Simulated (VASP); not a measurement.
The system is SnPt2Se3.

```xyz
6
Lattice="6.4289 0.0000 0.0000 -3.2145 5.5676 0.0000 0.0000 0.0000 3.7353" Properties=species:S:1:pos:R:3 pbc="T T T"
Sn    0.0000    0.0000    0.0000
Pt    0.0000    3.7117    0.0000
Pt    3.2145    1.8559    0.0000
Se    3.2145    0.0000    1.8676
Se    1.6072    2.7838    1.8676
Se   -1.6072    2.7838    1.8676
```

The cell was built from a structure type or drawn by symmetry, and may not be a known phase.

```yaml
Program: VASP 6.6.1
Task: relaxation of cell and atoms
Functional: PBE
Potentials_or_basis: VASP PAW PBE potentials, release 64 (Sn_d, Pt, Se)
Cutoff: 600 eV
k_mesh: 3 × 3 × 6
Occupations: gaussian, width 0.1 eV
Spin: no spin polarisation
```

At the start: pressure 0.1 GPa; volume 22.28 Å³/atom.

How do energy, volume and symmetry change on relaxing?

Over 13 steps the energy falls by 7.0 meV/atom and the volume is 22.69 Å³/atom (+1.8 %); space group P6/mmm (No. 191, to 0.1 Å) before and after.

Step by step:
```csv
step,energy change (eV),largest force (eV/Å),pressure (GPa),volume (Å³)
1,0.0000,0.0000,0.14,133.70
2,-0.0030,0.0000,0.01,134.09
3,-0.0133,0.0000,-0.43,135.24
4,-0.0288,0.0000,-1.22,137.49
5,-0.0295,0.0000,-1.41,138.15
6,-0.0301,0.0000,-1.41,138.17
7,-0.0314,0.0000,-1.37,138.24
8,-0.0332,0.0000,-1.30,138.38
9,-0.0335,0.0000,-1.15,138.63
10,-0.0340,0.0000,-1.25,138.50
11,-0.0356,0.0000,-1.09,138.27
12,-0.0395,0.0000,-0.69,137.55
13,-0.0418,0.0000,0.17,136.14
```

Final structure:
```
Sn Pt Se
1.0
     6.64623    0.00000    0.00000
    -3.32312    5.75581    0.00000
     0.00000    0.00000    3.55872
Sn Pt Se
1 2 3
Cartesian
  0.0000 0.0000 0.0000
  0.0000 3.8372 0.0000
  3.3231 1.9186 0.0000
  3.3231 0.0000 1.7794
  1.6616 2.8779 1.7794
  -1.6616 2.8779 1.7794
```

Caveat: the k points lie up to 0.36 Å⁻¹ apart in the final cell, too coarse for converged energies and pressures of a metal.
